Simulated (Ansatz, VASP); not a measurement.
# Two plane-wave programs on BaO

```
Ba O
1.0
     0.00000    2.74518    2.74518
     2.74518    0.00000    2.74518
     2.74518    2.74518    0.00000
Ba O
1 1
Direct
  0.00000 0.00000 0.00000
  0.50000 0.50000 0.50000
```

Alike in both runs: functional PBEsol; k mesh 8 × 8 × 8; no spin polarisation.

Ansatz relaxed the structure, and its values are those at the end. VASP's run is a single point on that final structure, the one shown.

```csv
,VASP,Ansatz
version,VASP 6.6.1,Ansatz 0.2.0
potentials or method,"VASP PAW PBE potentials, release 64 (Ba_sv, O)","PAW with Ansatz's default frozen-core files, scalar-relativistic"
plane-wave cutoff (eV),600,420
occupations,"gaussian, width 0.01 eV",fixed
valence electrons in the cell,16,16
```

```tsv
	VASP	Ansatz	Ansatz less VASP
pressure (GPa)	1.8	0.0	-1.84
```

VASP's potentials were made for PBE, not for PBEsol.

Neither program's run includes spin-orbit coupling.
